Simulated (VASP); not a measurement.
# Sn (Fd-3m) in VASP: a series of runs

The runs below take Sn through single point, with PBE.

Program: VASP 6.6.1. These are calculated values, not measurements. Logs are shortened: lines on timing, memory, paths and dates and some standing lists are left out, and cuts for length are marked.

## 1. The cell of the first run

It takes space group Fd-3m (No. 227, cubic). Conventional cell: a = 5.253 Å, b = 5.253 Å, c = 5.253 Å, α = 90.00°, β = 90.00°, γ = 90.00°. Within 3.0 Å of Sn (site symmetry -43m) lie 4 Sn at 2.27 Å.

## 2. Single point, PBE (C replaced by Sn, lengths x 1.497, strained)

Contents of INCAR:

```
SYSTEM = Sn
PREC     = Accurate       ! precision mode
ENCUT    = 520            ! plane-wave cutoff, eV
EDIFF    = 1E-6           ! SCF threshold, eV
ISMEAR   = 0              ! smearing method
SIGMA    = 0.1            ! smearing width, eV
LREAL    = .False.        ! projectors in reciprocal space
LASPH    = .True.         ! aspherical terms in the spheres
NELM     = 60             ! most SCF steps
ALGO     = Normal         ! electronic algorithm
ISIF     = 2              ! what is computed and relaxed
LWAVE    = .False.        ! write WAVECAR
LCHARG   = .False.        ! write CHGCAR
GGA      = PE             ! functional
NBANDS   = 21             ! bands
```

Contents of KPOINTS:

```
regular mesh
0
Gamma
  6 6 6
  0 0 0
```

Contents of POSCAR:

```
Sn
1.0
    0.0000000000      2.6265053536      2.6265053536
    2.6265053536      0.0000000000      2.6265053536
    2.6265053536      2.6265053536      0.0000000000
Sn
2
Direct
    0.5000000000      0.5000000000      0.5000000000
    0.7500000000      0.7500000000      0.7500000000
```

Potentials or basis: VASP PAW PBE potentials, release 64 (Sn_d).

Started as:

```bash
cat potpaw_PBE.64/Sn_d/POTCAR > POTCAR
mpirun -np 1 vasp_std > vasp.out
```

OUTCAR:

```text
SYSTEM = Sn
   PREC = Accurate
   ENCUT = 520
   EDIFF = 1E-6
   ISMEAR = 0
   LREAL = .False.
   LASPH = .True.
   NELM = 60
   ISIF = 2
   GGA = PE

 ion  position               nearest neighbor table
   1  0.500  0.500  0.500-   2 2.27   2 2.27   2 2.27   2 2.27
   2  0.750  0.750  0.750-   1 2.27   1 2.27   1 2.27   1 2.27

  LATTYP: Found a face centered cubic cell.
 ALAT       =     5.2530107072

  Lattice vectors:

 A1 = (   0.0000000000,   2.6265053536,   2.6265053536)
 A2 = (   2.6265053536,   0.0000000000,   2.6265053536)
 A3 = (   2.6265053536,   2.6265053536,   0.0000000000)

Analysis of symmetry for initial positions (statically):
=====================================================================
 Subroutine PRICEL returns:
 Original cell was already a primitive cell.

 Routine SETGRP: Setting up the symmetry group for a
 face centered cubic supercell.

 Subroutine GETGRP returns: Found 48 space group operations
 (whereof 24 operations were pure point group operations)
 out of a pool of 48 trial point group operations.

The static configuration has the point symmetry T_d .
 The point group associated with its full space group is O_h .

Analysis of symmetry for dynamics (positions and initial velocities):
=====================================================================
 Subroutine PRICEL returns:
 Original cell was already a primitive cell.

 Routine SETGRP: Setting up the symmetry group for a
 face centered cubic supercell.

 Subroutine GETGRP returns: Found 48 space group operations
 (whereof 24 operations were pure point group operations)
 out of a pool of 48 trial point group operations.

The dynamic configuration has the point symmetry T_d .
 The point group associated with its full space group is O_h .

 Subroutine INISYM returns: Found 48 space group operations
 (whereof 24 operations are pure point group operations),
 and found     1 'primitive' translations

----------------------------------------------------------------------------------------

                                     Primitive cell

  volume of cell :      36.2381

  direct lattice vectors                    reciprocal lattice vectors
     0.000000000  2.626505354  2.626505354    -0.190367021  0.190367021  0.190367021
     2.626505354  0.000000000  2.626505354     0.190367021 -0.190367021  0.190367021
     2.626505354  2.626505354  0.000000000     0.190367021  0.190367021 -0.190367021

  length of vectors
     3.714439493  3.714439493  3.714439493     0.329725353  0.329725353  0.329725353

  position of ions in fractional coordinates (direct lattice)
     0.500000000  0.500000000  0.500000000
     0.750000000  0.750000000  0.750000000

  ion indices of the primitive-cell ions
   primitive index   ion index
                 1           1
                 2           2

----------------------------------------------------------------------------------------

 KPOINTS: regular mesh

Automatic generation of k-mesh.
 Grid dimensions read from file:
 generate k-points for:    6    6    6

 Generating k-lattice:

  Cartesian coordinates                     Fractional coordinates (reciprocal lattice)
    -0.031727837  0.031727837  0.031727837     0.166666667  0.000000000  0.000000000
     0.031727837 -0.031727837  0.031727837     0.000000000  0.166666667  0.000000000
     0.031727837  0.031727837 -0.031727837     0.000000000  0.000000000  0.166666667

  Length of vectors
     0.054954225  0.054954225  0.054954225

  Shift w.r.t. Gamma in fractional coordinates (k-lattice)
     0.000000000  0.000000000  0.000000000

 Subroutine IBZKPT returns following result:
 ===========================================

 Found     16 irreducible k-points:

 Following reciprocal coordinates:
            Coordinates               Weight
  0.000000  0.000000  0.000000      1.000000
  0.166667  0.000000  0.000000      8.000000
  0.333333  0.000000  0.000000      8.000000
  0.500000  0.000000  0.000000      4.000000
  0.166667  0.166667  0.000000      6.000000
  0.333333  0.166667  0.000000     24.000000
[... 8 lines left out ...]
 -0.333333  0.333333  0.166667     24.000000
 -0.333333  0.500000  0.166667     12.000000
   k-points           NKPTS =     16   k-points in BZ     NKDIM =     16   number of bands    NBANDS=     21
   number of dos      NEDOS =    301   number of ions     NIONS =      2
   total plane-waves  NPLWV =  21952
   dimension x,y,z NGX =    28 NGY =   28 NGZ =   28
   dimension x,y,z NGXF=    56 NGYF=   56 NGZF=   56
   ions per type =               2
   NGX,Y,Z   is equivalent  to a cutoff of  12.53, 12.53, 12.53 a.u.
   NGXF,Y,Z  is equivalent  to a cutoff of  25.06, 25.06, 25.06 a.u.
 SYSTEM =  Sn
   PREC   = accura    normal or accurate (medium, high low for compatibility)
   ISTART =      0    job   : 0-new  1-cont  2-samecut
   ICHARG =      2    charge: 1-file 2-atom 10-const
   ISPIN  =      1    spin polarized calculation?
   LNONCOLLINEAR =      F non collinear calculations
   LSORBIT =      F    spin-orbit coupling
   LASPH  =      T    aspherical Exc in radial PAW
   ENCUT  =  520.0 eV  38.22 Ry    6.18 a.u.   6.91  6.91  6.91*2*pi/ulx,y,z
   NELM   =     60;   NELMIN=  2; NELMDL= -5     # of ELM steps
   EDIFF  = 0.1E-05   stopping-criterion for ELM
   LREAL  =      F    real-space projection
   EDIFFG = 0.1E-04   stopping-criterion for IOM
   NSW    =      0    number of steps for IOM
   IBRION =     -1    ionic relax: 0-MD 1-quasi-New 2-CG
   NFREE  =      0    steps in history (QN), initial steepest desc. (CG)
   ISIF   =      2    stress and relaxation
   ISYM   =      2    0-nonsym 1-usesym 2-fastsym
   POTIM  = 0.5000    time-step for ionic-motion
   TEBEG  =    0.0;   TEEND  =   0.0 temperature during run
   PSTRESS=    0.0 pullay stress
   NELECT =      28.0000    total number of electrons
   NUPDOWN=      -1.0000    fix difference up-down
   EMIN   =  10.00;   EMAX   =-10.00  energy-range for DOS
   EFERMI =   0.00;   METHOD = LEGACY
   ISMEAR =     0;   SIGMA  =   0.10  broadening in eV -4-tet -1-fermi 0-gaus
   EFERMI_NEDOS =   21; number of points for ismear=-14 and -15
   IALGO  =     38    algorithm
   IMIX   =      4    mixing-type and parameters
     AMIX     =   0.40;   BMIX     =  1.00
     AMIX_MAG =   1.60;   BMIX_MAG =  1.00
  volume/ion in A,a.u.               =      18.12       122.27
  Fermi-wavevector in a.u.,A,eV,Ry     =   1.502240  2.838821 30.704593  2.256724
  Thomas-Fermi vector in A             =   2.613506
   LORBIT       =      0    0 simple, 1 ext, 2 COOP (PROOUT), +10 PAW based schemes
   GGA     = PE    functional components
   LHFCALC =     F    Hartree Fock is set to
   AEXX    =    0.0000 exact exchange contribution
   IVDW    =     0    specifies the selected vdW correction
   LEPSILON=     F    determine dielectric tensor
   LRPA    =     F    only Hartree local field effects (RPA)
 non-spin polarized calculation
 Gauss-broadening in eV      SIGMA  =   0.10
  energy-cutoff  :      520.00
  volume of cell :       36.24
 maximum number of plane-waves:       983
   NGX = 13   NGY = 13   NGZ = 13

 number of electron      28.0000013 magnetization

 Free energy of the ion-electron system (eV)
  ---------------------------------------------------
  ext. energy  EPLUGINS =         0.00000000
  ---------------------------------------------------
  free energy    TOTEN  =         0.56658542 eV

  energy without entropy =        0.56908102  energy(sigma->0) =        0.56783322

 E-fermi :  14.8362     XC(G=0): -12.0406

 val. band max:       14.5555979664   @ k =   0.1667   0.0000   0.0000
 cond. band min:      14.8804672508   @ k =   0.3333   0.3333   0.0000
 fundamental gap:      0.3248692844
 Fermi energy:        14.8361618632

 k-point     1 :       0.0000    0.0000    0.0000
  band No.  band energies     occupation
      1      -9.5174      2.00000
      2      -9.5174      2.00000
      3      -9.5174      2.00000
      4      -9.3438      2.00000
      5      -9.3438      2.00000
      6      -7.9365      2.00000
[... 13 lines left out ...]
     20      22.9971      0.00000
     21      22.9971      0.00000

 k-point     2 :       0.1667    0.0000    0.0000
  band No.  band energies     occupation
      1      -9.6077      2.00000
      2      -9.6077      2.00000
      3      -9.5007      2.00000
      4      -9.2091      2.00000
      5      -9.2091      2.00000
      6      -7.9949      2.00000
[... 13 lines left out ...]
     20      22.1311      0.00000
     21      22.1311      0.00000

 k-point     3 :       0.3333    0.0000    0.0000
  band No.  band energies     occupation
      1      -9.6612      2.00000
      2      -9.6612      2.00000
      3      -9.4688      2.00000
      4      -9.0931      2.00000
      5      -9.0931      2.00000
      6      -8.0914      2.00000
[... 13 lines left out ...]
     20      23.4550      0.00000
     21      24.4141      0.00000

 k-point     4 :       0.5000    0.0000    0.0000
  band No.  band energies     occupation
      1      -9.6644      2.00000
      2      -9.6644      2.00000
      3      -9.4535      2.00000
      4      -9.0756      2.00000
      5      -9.0756      2.00000
      6      -8.1431      2.00000
[... 13 lines left out ...]
     20      25.4354      0.00000
     21      27.1650      0.00000

 k-point     5 :       0.1667    0.1667    0.0000
  band No.  band energies     occupation
      1      -9.6325      2.00000
      2      -9.5711      2.00000
      3      -9.5711      2.00000
      4      -9.2298      2.00000
      5      -9.0590      2.00000
      6      -8.2849      2.00000
[... 13 lines left out ...]
     20      23.1933      0.00000
     21      24.0356      0.00000

 k-point     6 :       0.3333    0.1667    0.0000
  band No.  band energies     occupation
      1      -9.7277      2.00000
      2      -9.6326      2.00000
      3      -9.4997      2.00000
      4      -9.0880      2.00000
      5      -8.8876      2.00000
      6      -8.4662      2.00000
[... 13 lines left out ...]
     20      24.8458      0.00000
     21      25.6462      0.00000

 k-point     7 :       0.5000    0.1667    0.0000
  band No.  band energies     occupation
      1      -9.7894      2.00000
      2      -9.6861      2.00000
      3      -9.3626      2.00000
      4      -8.9643      2.00000
      5      -8.9091      2.00000
      6      -8.4152      2.00000
[... 13 lines left out ...]
     20      25.7759      0.00000
     21      26.7373      0.00000
[... 99 lines left out ...]
      1      -9.8605      2.00000
      2      -9.7387      2.00000
      3      -9.2571      2.00000
      4      -8.7385      2.00000
      5      -8.6505      2.00000
      6      -8.6494      2.00000
[... 13 lines left out ...]
     20      23.5811      0.00000
     21      27.8578      0.00000

 k-point    13 :       0.5000    0.5000    0.0000
  band No.  band energies     occupation
      1      -9.7104      2.00000
      2      -9.7104      2.00000
      3      -9.3157      2.00000
      4      -9.3157      2.00000
      5      -8.4912      2.00000
      6      -8.4912      2.00000
[... 13 lines left out ...]
     20      28.0215      0.00000
     21      28.7586      0.00000

 k-point    14 :       0.5000    0.3333    0.1667
  band No.  band energies     occupation
      1      -9.7679      2.00000
      2      -9.7645      2.00000
      3      -9.3256      2.00000
      4      -8.9486      2.00000
      5      -8.6858      2.00000
      6      -8.6580      2.00000
[... 13 lines left out ...]
     20      25.8389      0.00000
     21      26.4221      0.00000

 k-point    15 :      -0.3333    0.3333    0.1667
  band No.  band energies     occupation
      1      -9.8428      2.00000
      2      -9.7727      2.00000
      3      -9.1953      2.00000
      4      -8.8345      2.00000
      5      -8.6533      2.00000
      6      -8.6493      2.00000
[... 13 lines left out ...]
     20      25.9412      0.00000
     21      27.2496      0.00000

 k-point    16 :      -0.3333    0.5000    0.1667
  band No.  band energies     occupation
      1      -9.8085      2.00000
      2      -9.8085      2.00000
      3      -9.0807      2.00000
      4      -9.0807      2.00000
      5      -8.5386      2.00000
      6      -8.5386      2.00000
[... 13 lines left out ...]
     20      28.4106      0.00000
     21      28.9014      0.00000

------------------------ aborting loop because EDIFF is reached ----------------------------------------

  FORCE on cell =-STRESS in cart. coord.  units (eV):
  Direction    XX          YY          ZZ          XY          YZ          ZX
  --------------------------------------------------------------------------------------
  -------------------------------------------------------------------------------------
  Total       31.0189390     31.0189390     31.0189390      0.0000000      0.0000000     -0.0000000
  in kB     1371.4268711   1371.4268711   1371.4268711      0.0000000      0.0000000     -0.0000000
  external PRESSURE =    1371.4268711 kB  Pullay stress =       0.0000000 kB

 VOLUME and BASIS-vectors are now :
 -----------------------------------------------------------------------------
  energy-cutoff  :      520.00
  volume of cell :       36.24
      direct lattice vectors                 reciprocal lattice vectors
     0.000000000  2.626505354  2.626505354    -0.190367021  0.190367021  0.190367021
     2.626505354  0.000000000  2.626505354     0.190367021 -0.190367021  0.190367021
     2.626505354  2.626505354  0.000000000     0.190367021  0.190367021 -0.190367021

 POSITION                                       TOTAL-FORCE (eV/Angst)
 -----------------------------------------------------------------------------------
      2.62651      2.62651      2.62651         0.000000      0.000000     -0.000000
      3.93976      3.93976      3.93976        -0.000000     -0.000000      0.000000
 -----------------------------------------------------------------------------------
    total drift:                                0.000000      0.000000      0.000000

  FREE ENERGIE OF THE ION-ELECTRON SYSTEM (eV)
  ---------------------------------------------------
  free  energy   TOTEN  =         0.5665854183 eV

  energy  without entropy=        0.5690810166  energy(sigma->0) =        0.56783322
```

Wall time 6 s (1 thread of Intel Xeon 6975P-C (Granite Rapids), shared host); peak memory 0.15 GiB.

What came out:

* Free energy: 0.5666 eV
* Pressure: 137.1 GPa
* Band gap on the k mesh: zero (band 14 reaches 15.79 eV, above the bottom of band 15 at 14.88 eV)

Caveat: the cell differs from its parent crystal (C replaced by Sn, lengths x 1.497, strained); spin-orbit coupling is left out, which moves the levels of the heavy elements.

## 3. Single point, PBE (C replaced by Sn, lengths x 1.497, strained)

Contents of INCAR:

```
ALGO = Normal ; EDIFF = 1E-7
ENCUT = 520 ; GGA = PE
ISIF = 2 ; ISMEAR = 0
LASPH = True ; LCHARG = True
LELF = True ; LREAL = False
LVHAR = True ; LWAVE = False
NBANDS = 21 ; NELM = 80
PREC = Accurate ; SIGMA = 0.1
```

Contents of KPOINTS:

```
k-points
0
Gamma
  14 14 14
```

POSCAR is that of step 2.

Potentials or basis: VASP PAW PBE potentials, release 64 (Sn_d).

Started as:

```bash
cat potpaw_PBE.64/Sn_d/POTCAR > POTCAR
mpirun -np 1 vasp_std > vasp.out
```

It took 36 s on 1 thread of Intel Xeon 6975P-C (Granite Rapids), shared host; peak memory 0.19 GiB.

It converged, with:

```
Free energy            : 0.5312 eV
Pressure               : 136.9 GPa
Band gap on the k mesh : zero (band 14 reaches 15.78 eV, above the bottom of band 15 at 14.75 eV)
```

Levels at points of the mesh, in eV from the Fermi level:
| k point | band 10 | band 11 | band 12 | band 13 | band 14 | band 15 | band 16 | band 17 | band 18 | band 19 |
| --- | --- | --- | --- | --- | --- | --- | --- | --- | --- | --- |
| (0.00, 0.00, 0.00) | -22.66 | -16.44 | 0.78 | 0.78 | 0.78 | 2.28 | 2.28 | 2.28 | 4.43 | 5.13 |
| (0.50, 0.00, 0.00) | -22.59 | -12.75 | -10.32 | -2.03 | -2.03 | 2.35 | 3.43 | 3.43 | 4.24 | 10.43 |
| (0.50, 0.50, 0.00) | -22.49 | -10.51 | -10.51 | -5.10 | -5.10 | -0.12 | -0.12 | 12.43 | 12.43 | 13.02 |

Caveat: the cell differs from its parent crystal (C replaced by Sn, lengths x 1.497, strained); spin-orbit coupling is left out, which moves the levels of the heavy elements.

## 4. Single point, PBE (C replaced by Sn, lengths x 1.497, strained)

Contents of INCAR:

```
SYSTEM = Sn
PREC = Accurate
ENCUT = 520
EDIFF = 1E-7
ISMEAR = 0
SIGMA = 0.1
LREAL = .FALSE.
LASPH = .TRUE.
NELM = 100
ALGO = Normal
ISIF = 2
LWAVE = .FALSE.
LCHARG = .FALSE.
GGA = PE
NBANDS = 21
```

Contents of KPOINTS:

```
Automatic mesh
0
G
  14 14 14
  0 0 0
```

Contents of POSCAR:

```
Sn
1.0
    0.0000000000      2.6977251041      2.6977251041
    2.6977251041      0.0000000000      2.6977251041
    2.6977251041      2.6977251041      0.0000000000
Sn
2
Direct
    0.5000000000      0.5000000000      0.5000000000
    0.7500000000      0.7500000000      0.7500000000
```

Started as:

```bash
cat potpaw_PBE.64/Sn_d/POTCAR > POTCAR
mpirun -np 1 vasp_std > vasp.out
```

It took 2.3 min on 1 thread of Intel Xeon 8259CL, shared host; peak memory 0.2 GiB.

It converged, with:

| Item | Value |
| --- | --- |
| Free energy | -1.7001 eV |
| Pressure | 101.0 GPa |
| Band gap on the k mesh | zero (band 14 reaches 14.05 eV, above the bottom of band 15 at 13.33 eV) |

Levels at points of the mesh, in eV from the Fermi level:
| k point | band 12 | band 13 | band 14 | band 15 | band 16 | band 17 |
| --- | --- | --- | --- | --- | --- | --- |
| (0.00, 0.00, 0.00) | 0.54 | 0.54 | 0.54 | 2.21 | 2.21 | 2.21 |
| (0.50, 0.00, 0.00) | -9.67 | -1.98 | -1.98 | 1.88 | 3.36 | 3.36 |
| (0.50, 0.50, 0.00) | -10.08 | -4.74 | -4.74 | -0.04 | -0.04 | 11.75 |

Caveat: the cell differs from its parent crystal (C replaced by Sn, lengths x 1.497, strained); spin-orbit coupling is left out, which moves the levels of the heavy elements.

## 5. Overview

```csv
cell,k mesh,gap on the mesh (eV),pressure (GPa)
"a = 3.714 Å, angles 60.0°, 2 atoms",6 × 6 × 6,none,137.1
"a = 3.714 Å, angles 60.0°, 2 atoms",14 × 14 × 14,none,136.9
"a = 3.815 Å, angles 60.0°, 2 atoms",14 × 14 × 14,none,101.0
```

Alike in all rows: task single point; level PBE; potentials or basis VASP PAW PBE potentials, release 64 (Sn_d); no spin polarisation; cutoff (eV) 520; smearing gaussian 0.1 eV.

Caveats: spin-orbit coupling is left out, which moves the levels of the heavy elements.

Absolute energies hang on the potentials; compare differences alone.
